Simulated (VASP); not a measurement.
# Hf (Fm-3m) in VASP: further runs

Hf is run at these levels: PBEsol; tasks: single point.

All numbers are computed with VASP 6.6.1; they aren't measurements. Logs are shortened: lines on timing, memory, paths and dates and some standing lists are left out, and cuts for length are marked.

### Step 1. The cell of the first run

Symmetry: Fm-3m, No. 225, cubic system. Conventional cell: a = 4.234 Å, b = 4.234 Å, c = 4.234 Å, α = 90.00°, β = 90.00°, γ = 90.00°. Within 3.9 Å of Hf (site symmetry m-3m) lie 12 Hf at 2.99 Å.

### Step 2. Single point, PBEsol (volume scaled by 0.88)

The input, INCAR:

```
SYSTEM = Hf
  PREC = Accurate
  ENCUT = 520
  EDIFF = 1E-7
  ISMEAR = -1
  SIGMA = 0.05
  LREAL = .FALSE.
  LASPH = .TRUE.
  NELM = 80
  ALGO = Normal
  ISIF = 2
  LWAVE = .FALSE.
  LCHARG = .TRUE.
  GGA = PS
  LELF = .TRUE.
  LVHAR = .TRUE.
  NBANDS = 11
```

The input, KPOINTS:

```
regular mesh
0
G
  16 16 16
  0 0 0
```

The input, POSCAR:

```
Hf
1.0
    0.0000000000      2.1168474778      2.1168474778
    2.1168474778      0.0000000000      2.1168474778
    2.1168474778      2.1168474778      0.0000000000
Hf
1
Direct
    0.0000000000      0.0000000000      0.0000000000
```

Potentials or basis: VASP PAW PBE potentials, release 64 (Hf_pv).

Launch:

```bash
cat potpaw_PBE.64/Hf_pv/POTCAR > POTCAR
mpirun -np 1 vasp_std > vasp.out
```

OUTCAR:

```text
SYSTEM = Hf
   PREC = Accurate
   ENCUT = 520
   EDIFF = 1E-7
   ISMEAR = -1
   LREAL = .FALSE.
   LASPH = .TRUE.
   NELM = 80
   ISIF = 2
   GGA = PS

 ion  position               nearest neighbor table
   1  0.000  0.000  0.000-

  LATTYP: Found a face centered cubic cell.
 ALAT       =     4.2336949556

  Lattice vectors:

 A1 = (   0.0000000000,   2.1168474778,   2.1168474778)
 A2 = (   2.1168474778,   0.0000000000,   2.1168474778)
 A3 = (   2.1168474778,   2.1168474778,   0.0000000000)

Analysis of symmetry for initial positions (statically):
=====================================================================
 Subroutine PRICEL returns:
 Original cell was already a primitive cell.

 Routine SETGRP: Setting up the symmetry group for a
 face centered cubic supercell.

 Subroutine GETGRP returns: Found 48 space group operations
 (whereof 48 operations were pure point group operations)
 out of a pool of 48 trial point group operations.

The static configuration has the point symmetry O_h .

Analysis of symmetry for dynamics (positions and initial velocities):
=====================================================================
 Subroutine PRICEL returns:
 Original cell was already a primitive cell.

 Routine SETGRP: Setting up the symmetry group for a
 face centered cubic supercell.

 Subroutine GETGRP returns: Found 48 space group operations
 (whereof 48 operations were pure point group operations)
 out of a pool of 48 trial point group operations.

The dynamic configuration has the point symmetry O_h .

 Subroutine INISYM returns: Found 48 space group operations
 (whereof 48 operations are pure point group operations),
 and found     1 'primitive' translations

----------------------------------------------------------------------------------------

                                     Primitive cell

  volume of cell :      18.9714

  direct lattice vectors                    reciprocal lattice vectors
     0.000000000  2.116847478  2.116847478    -0.236200296  0.236200296  0.236200296
     2.116847478  0.000000000  2.116847478     0.236200296 -0.236200296  0.236200296
     2.116847478  2.116847478  0.000000000     0.236200296  0.236200296 -0.236200296

  length of vectors
     2.993674413  2.993674413  2.993674413     0.409110913  0.409110913  0.409110913

  position of ions in fractional coordinates (direct lattice)
     0.000000000  0.000000000  0.000000000

  ion indices of the primitive-cell ions
   primitive index   ion index
                 1           1

[... 72 lines left out ...]
   LREAL  =      F    real-space projection
   EDIFFG = 0.1E-05   stopping-criterion for IOM
   NSW    =      0    number of steps for IOM
   IBRION =     -1    ionic relax: 0-MD 1-quasi-New 2-CG
   NFREE  =      0    steps in history (QN), initial steepest desc. (CG)
   ISIF   =      2    stress and relaxation
   ISYM   =      2    0-nonsym 1-usesym 2-fastsym
   POTIM  = 0.5000    time-step for ionic-motion
   TEBEG  =    0.0;   TEEND  =   0.0 temperature during run
   PSTRESS=    0.0 pullay stress
   NELECT =      10.0000    total number of electrons
   NUPDOWN=      -1.0000    fix difference up-down
   EMIN   =  10.00;   EMAX   =-10.00  energy-range for DOS
   EFERMI =   0.00;   METHOD = LEGACY
   ISMEAR =    -1;   SIGMA  =   0.05  broadening in eV -4-tet -1-fermi 0-gaus
   EFERMI_NEDOS =   21; number of points for ismear=-14 and -15
   IALGO  =     38    algorithm
   IMIX   =      4    mixing-type and parameters
     AMIX     =   0.40;   BMIX     =  1.00
     AMIX_MAG =   1.60;   BMIX_MAG =  1.00
  volume/ion in A,a.u.               =      18.97       128.03
  Fermi-wavevector in a.u.,A,eV,Ry     =   1.322438  2.499045 23.794437  1.748842
  Thomas-Fermi vector in A             =   2.452119
   LORBIT       =      0    0 simple, 1 ext, 2 COOP (PROOUT), +10 PAW based schemes
   GGA     = PS    functional components
   LHFCALC =     F    Hartree Fock is set to
   AEXX    =    0.0000 exact exchange contribution
   IVDW    =     0    specifies the selected vdW correction
   LEPSILON=     F    determine dielectric tensor
   LRPA    =     F    only Hartree local field effects (RPA)
 non-spin polarized calculation
  energy-cutoff  :      520.00
  volume of cell :       18.97
 maximum number of plane-waves:       531
 NGX is ok and might be reduce to    24
   NGX = 11   NGY = 11   NGZ = 11

 number of electron      10.0000000 magnetization

 Free energy of the ion-electron system (eV)
  ---------------------------------------------------
  ext. energy  EPLUGINS =         0.00000000
  ---------------------------------------------------
  free energy    TOTEN  =       -10.31871063 eV

  energy without entropy =      -10.30759215  energy(sigma->0) =      -10.31315139

 E-fermi :   5.8063     XC(G=0): -12.1699

 val. band max:        5.7937875937   @ k =   0.4375   0.1250   0.0625
 cond. band min:       5.8322524844   @ k =  -0.3125   0.0625   0.0000
 fundamental gap:      0.0384648906
 Fermi energy:         5.8062907098

 k-point     1 :       0.0000    0.0000    0.0000
  band No.  band energies     occupation
      1     -23.5739      2.00000
      2     -23.5739      2.00000
      3     -23.5739      2.00000
      4      -1.9693      2.00000
      5       7.2115      0.00000
      6       7.2115      0.00000
      7       7.2115      0.00000
      8      10.6423      0.00000
      9      10.6423      0.00000
     10      17.7093      0.00000
     11      19.3788      0.00000
[... 309 lines left out ...]
 k-point    24 :      -0.0625    0.0625    0.0000
  band No.  band energies     occupation
      1     -23.7155      2.00000
      2     -23.6136      2.00000
      3     -23.5828      2.00000
      4      -1.5269      2.00000
      5       6.7704      0.00000
      6       7.4115      0.00000
      7       7.4418      0.00000
      8      10.1917      0.00000
      9      10.6166      0.00000
     10      18.6651      0.00000
     11      19.3770      0.00000

 [... further k-points ...]
[... 5 lines left out ...]
  --------------------------------------------------------------------------------------
  -------------------------------------------------------------------------------------
  Total        1.9782445      1.9782445      1.9782445     -0.0000000     -0.0000000     -0.0000000
  in kB      167.0674536    167.0674536    167.0674536     -0.0000000     -0.0000000     -0.0000000
  external PRESSURE =     167.0674536 kB  Pullay stress =       0.0000000 kB

 VOLUME and BASIS-vectors are now :
 -----------------------------------------------------------------------------
  energy-cutoff  :      520.00
  volume of cell :       18.97
      direct lattice vectors                 reciprocal lattice vectors
     0.000000000  2.116847478  2.116847478    -0.236200296  0.236200296  0.236200296
     2.116847478  0.000000000  2.116847478     0.236200296 -0.236200296  0.236200296
     2.116847478  2.116847478  0.000000000     0.236200296  0.236200296 -0.236200296

 POSITION                                       TOTAL-FORCE (eV/Angst)
 -----------------------------------------------------------------------------------
      0.00000      0.00000      0.00000        -0.000000     -0.000000      0.000000
 -----------------------------------------------------------------------------------
    total drift:                                0.000000      0.000000     -0.000000

  FREE ENERGIE OF THE ION-ELECTRON SYSTEM (eV)
  ---------------------------------------------------
  free  energy   TOTEN  =       -10.3187106331 eV

  energy  without entropy=      -10.3075921521  energy(sigma->0) =      -10.31315139
```

OSZICAR:

```text
N       E                     dE             d eps       ncg     rms          rms(c)
DAV:   1     0.126696285625E+02    0.12670E+02   -0.58231E+03  3214   0.861E+02
DAV:   2    -0.102176118521E+02   -0.22887E+02   -0.22200E+02  3958   0.158E+02
DAV:   3    -0.106059826435E+02   -0.38837E+00   -0.38618E+00  3991   0.143E+01
DAV:   4    -0.106071066461E+02   -0.11240E-02   -0.11239E-02  3642   0.929E-01
DAV:   5    -0.106071110197E+02   -0.43736E-05   -0.43732E-05  3980   0.514E-02    0.503E+01
DAV:   6    -0.103975454407E+02    0.20957E+00   -0.16579E-01  3790   0.300E+00    0.300E+01
DAV:   7    -0.103221198643E+02    0.75426E-01   -0.26065E-01  3736   0.364E+00    0.134E+00
DAV:   8    -0.103186877707E+02    0.34321E-02   -0.16445E-02  3550   0.934E-01    0.123E-01
DAV:   9    -0.103187105494E+02   -0.22779E-04   -0.19111E-04  3818   0.123E-01    0.420E-02
DAV:  10    -0.103187104690E+02    0.80412E-07   -0.94121E-06  3566   0.237E-02    0.395E-02
DAV:  11    -0.103187106137E+02   -0.14464E-06   -0.91415E-07  3765   0.751E-03    0.216E-03
DAV:  12    -0.103187106331E+02   -0.19442E-07   -0.15588E-08  2110   0.117E-03
   1 F= -.10318711E+02 E0= -.10313151E+02  d E =-.111185E-01
```

stdout:

```text
POSCAR found type information on POSCAR Hf
 POSCAR found :  1 types and       1 ions
 scaLAPACK will be used
 -----------------------------------------------------------------------------
|                                                                             |
|                                                                             |
|     You enforced a specific xc type in the INCAR file but a different       |
|     I HOPE YOU KNOW WHAT YOU ARE DOING!                                     |
|                                                                             |
 -----------------------------------------------------------------------------

 LDA part: xc-table for (Slater+PW92), standard interpolation
 POSCAR, INCAR and KPOINTS ok, starting setup
 FFT: planning ... GRIDC
 FFT: planning ... GRID_SOFT
 FFT: planning ... GRID
 WAVECAR not read
 entering main loop
```

Wall time 37 s (1 thread of Intel Xeon 8259CL, shared host); peak memory 0.16 GiB.

Results:

```yaml
Free_energy: -10.3187 eV
Pressure: 16.7 GPa
Band_gap_on_the_k_mesh: zero (band 5 reaches 7.21 eV, above the bottom of band 6 at 5.31 eV)
```

Levels at points of the mesh, in eV from the Fermi level:
```tsv
k point	band 2	band 3	band 4	band 5	band 6	band 7	band 8	band 9
(0.00, 0.00, 0.00)	-29.38	-29.38	-7.78	1.41	1.41	1.41	4.84	4.84
(0.50, 0.00, 0.00)	-29.56	-29.56	-4.18	1.11	1.11	1.27	7.50	7.50
(0.50, 0.50, 0.00)	-29.88	-29.88	-4.05	-2.83	3.57	7.52	8.31	8.31
```

Caveat: the PAW data sets were made with another functional, which shifts forces and pressure a little; spin-orbit coupling is left out, which moves the levels of the heavy elements.

### Step 3. Single point, PBEsol (volume scaled by 0.88)

The input, INCAR:

```
PREC = Accurate
ENCUT = 520
EDIFF = 1E-6
ISMEAR = -1
SIGMA = 0.05
LREAL = F
LASPH = T
NELM = 100
ALGO = Normal
ISIF = 2
LWAVE = F
LCHARG = T
GGA = PS
LELF = T
LVHAR = T
NBANDS = 11
```

The input, KPOINTS:

```
Automatic mesh
0
Gamma
  16 16 16
```

POSCAR is that of step 2.

Potentials or basis: VASP PAW PBE potentials, release 64 (Hf_pv).

Launch:

```bash
cat potpaw_PBE.64/Hf_pv/POTCAR > POTCAR
mpirun -np 1 vasp_std > vasp.out
```

OUTCAR:

```text
PREC = Accurate
   ENCUT = 520
   EDIFF = 1E-6
   ISMEAR = -1
   LREAL = F
   LASPH = T
   NELM = 100
   ISIF = 2
   GGA = PS

 ion  position               nearest neighbor table
   1  0.000  0.000  0.000-

  LATTYP: Found a face centered cubic cell.
 ALAT       =     4.2336949556

  Lattice vectors:

 A1 = (   0.0000000000,   2.1168474778,   2.1168474778)
 A2 = (   2.1168474778,   0.0000000000,   2.1168474778)
 A3 = (   2.1168474778,   2.1168474778,   0.0000000000)

Analysis of symmetry for initial positions (statically):
=====================================================================
 Subroutine PRICEL returns:
 Original cell was already a primitive cell.

 Routine SETGRP: Setting up the symmetry group for a
 face centered cubic supercell.

 Subroutine GETGRP returns: Found 48 space group operations
 (whereof 48 operations were pure point group operations)
 out of a pool of 48 trial point group operations.

The static configuration has the point symmetry O_h .

Analysis of symmetry for dynamics (positions and initial velocities):
=====================================================================
 Subroutine PRICEL returns:
 Original cell was already a primitive cell.

 Routine SETGRP: Setting up the symmetry group for a
 face centered cubic supercell.

 Subroutine GETGRP returns: Found 48 space group operations
 (whereof 48 operations were pure point group operations)
 out of a pool of 48 trial point group operations.

The dynamic configuration has the point symmetry O_h .

 Subroutine INISYM returns: Found 48 space group operations
 (whereof 48 operations are pure point group operations),
 and found     1 'primitive' translations

----------------------------------------------------------------------------------------

                                     Primitive cell

  volume of cell :      18.9714

[... 105 lines left out ...]
     AMIX     =   0.40;   BMIX     =  1.00
     AMIX_MAG =   1.60;   BMIX_MAG =  1.00
  volume/ion in A,a.u.               =      18.97       128.03
  Fermi-wavevector in a.u.,A,eV,Ry     =   1.322438  2.499045 23.794437  1.748842
  Thomas-Fermi vector in A             =   2.452119
   LORBIT       =      0    0 simple, 1 ext, 2 COOP (PROOUT), +10 PAW based schemes
   GGA     = PS    functional components
   LHFCALC =     F    Hartree Fock is set to
   AEXX    =    0.0000 exact exchange contribution
   IVDW    =     0    specifies the selected vdW correction
   LEPSILON=     F    determine dielectric tensor
   LRPA    =     F    only Hartree local field effects (RPA)
 non-spin polarized calculation
  energy-cutoff  :      520.00
  volume of cell :       18.97
 maximum number of plane-waves:       531
 NGX is ok and might be reduce to    24
   NGX = 11   NGY = 11   NGZ = 11

 number of electron      10.0000000 magnetization

 Free energy of the ion-electron system (eV)
  ---------------------------------------------------
  ext. energy  EPLUGINS =         0.00000000
  ---------------------------------------------------
  free energy    TOTEN  =       -10.31871047 eV

  energy without entropy =      -10.30759160  energy(sigma->0) =      -10.31315103

 E-fermi :   5.8060     XC(G=0): -12.1700

 val. band max:        5.7935918557   @ k =   0.4375   0.1250   0.0625
 cond. band min:       5.8320199621   @ k =  -0.3125   0.0625   0.0000
 fundamental gap:      0.0384281065
 Fermi energy:         5.8060193166

 k-point     1 :       0.0000    0.0000    0.0000
  band No.  band energies     occupation
      1     -23.5752      2.00000
      2     -23.5752      2.00000
      3     -23.5752      2.00000
      4      -1.9695      2.00000
      5       7.2111      0.00000
      6       7.2111      0.00000
      7       7.2111      0.00000
      8      10.6417      0.00000
      9      10.6417      0.00000
     10      17.7094      0.00000
     11      19.3765      0.00000
[... 309 lines left out ...]
 k-point    24 :      -0.0625    0.0625    0.0000
  band No.  band energies     occupation
      1     -23.7168      2.00000
      2     -23.6149      2.00000
      3     -23.5841      2.00000
      4      -1.5270      2.00000
      5       6.7700      0.00000
      6       7.4111      0.00000
      7       7.4414      0.00000
      8      10.1912      0.00000
      9      10.6160      0.00000
     10      18.6652      0.00000
     11      19.3747      0.00000

 [... further k-points ...]
[... 5 lines left out ...]
  --------------------------------------------------------------------------------------
  -------------------------------------------------------------------------------------
  Total        1.9869024      1.9869024      1.9869024      0.0000000     -0.0000000     -0.0000000
  in kB      167.7986327    167.7986327    167.7986327      0.0000000     -0.0000000     -0.0000000
  external PRESSURE =     167.7986327 kB  Pullay stress =       0.0000000 kB

 VOLUME and BASIS-vectors are now :
 -----------------------------------------------------------------------------
  energy-cutoff  :      520.00
  volume of cell :       18.97
      direct lattice vectors                 reciprocal lattice vectors
     0.000000000  2.116847478  2.116847478    -0.236200296  0.236200296  0.236200296
     2.116847478  0.000000000  2.116847478     0.236200296 -0.236200296  0.236200296
     2.116847478  2.116847478  0.000000000     0.236200296  0.236200296 -0.236200296

 POSITION                                       TOTAL-FORCE (eV/Angst)
 -----------------------------------------------------------------------------------
      0.00000      0.00000      0.00000         0.000000      0.000000      0.000000
 -----------------------------------------------------------------------------------
    total drift:                                0.000000      0.000000     -0.000000

  FREE ENERGIE OF THE ION-ELECTRON SYSTEM (eV)
  ---------------------------------------------------
  free  energy   TOTEN  =       -10.3187104690 eV

  energy  without entropy=      -10.3075916007  energy(sigma->0) =      -10.31315103
```

OSZICAR:

```text
N       E                     dE             d eps       ncg     rms          rms(c)
DAV:   1     0.126696285625E+02    0.12670E+02   -0.58231E+03  3214   0.861E+02
DAV:   2    -0.102176118521E+02   -0.22887E+02   -0.22200E+02  3958   0.158E+02
DAV:   3    -0.106059826435E+02   -0.38837E+00   -0.38618E+00  3991   0.143E+01
DAV:   4    -0.106071066461E+02   -0.11240E-02   -0.11239E-02  3642   0.929E-01
DAV:   5    -0.106071110197E+02   -0.43736E-05   -0.43732E-05  3980   0.514E-02    0.503E+01
DAV:   6    -0.103975454407E+02    0.20957E+00   -0.16579E-01  3790   0.300E+00    0.300E+01
DAV:   7    -0.103221198643E+02    0.75426E-01   -0.26065E-01  3736   0.364E+00    0.134E+00
DAV:   8    -0.103186877707E+02    0.34321E-02   -0.16445E-02  3550   0.934E-01    0.123E-01
DAV:   9    -0.103187105494E+02   -0.22779E-04   -0.19111E-04  3818   0.123E-01    0.420E-02
DAV:  10    -0.103187104690E+02    0.80412E-07   -0.94121E-06  3566   0.237E-02
   1 F= -.10318710E+02 E0= -.10313151E+02  d E =-.111189E-01
```

Run time: 33 s. Hardware: 1 thread of Intel Xeon 8259CL, shared host; peak memory 0.16 GiB.

What came out:

* Free energy: -10.3187 eV
* Pressure: 16.8 GPa
* Band gap on the k mesh: zero (band 5 reaches 7.21 eV, above the bottom of band 6 at 5.31 eV)

Levels at points of the mesh, in eV from the Fermi level:
```csv
k point,band 2,band 3,band 4,band 5,band 6,band 7,band 8,band 9
"(0.00, 0.00, 0.00)",-29.38,-29.38,-7.78,1.41,1.41,1.41,4.84,4.84
"(0.50, 0.00, 0.00)",-29.56,-29.56,-4.18,1.11,1.11,1.27,7.50,7.50
"(0.50, 0.50, 0.00)",-29.88,-29.88,-4.05,-2.83,3.57,7.52,8.31,8.31
```

Caveat: the PAW data sets were made with another functional, which shifts forces and pressure a little; spin-orbit coupling is left out, which moves the levels of the heavy elements.
